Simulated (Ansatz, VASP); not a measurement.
# One calculation of InAs, two programs

```
CELL_PARAMETERS angstrom
3.09053 0.00000 0.00000
-1.54527 2.67648 0.00000
0.00000 0.00000 5.68811
ATOMIC_POSITIONS crystal
In 0.00000 0.00000 0.50000
As 0.00000 0.00000 0.00000
```

Alike in both runs: functional PBE; k mesh 6 × 6 × 5; occupations gaussian, width 0.2 eV; no spin polarisation.

Ansatz relaxed the structure, and its values are those at the end. VASP's run is a single point on that final structure, the one shown.

|  | VASP | Ansatz |
| --- | --- | --- |
| version | VASP 6.6.1 | Ansatz 0.2.0 |
| potentials or method | VASP PAW PBE potentials, release 64 (In_d, As), cutoff 500 eV | scalar-relativistic, plane waves, PAW |
| valence electrons in the cell | 18 | 28 |

```csv
,VASP,Ansatz,Ansatz less VASP
gap on the k mesh at the Fermi level (eV),none,none,-
pressure (GPa),0.0,0.0,-0.01
```

A gap of «none» marks a metal or a gap that the smearing closes. VASP's potentials hold 18 valence electrons a cell and Ansatz's 28, so a difference there can come from the potentials and not from the codes.

The k mesh is coarse, so the values compare programs but aren't converged.
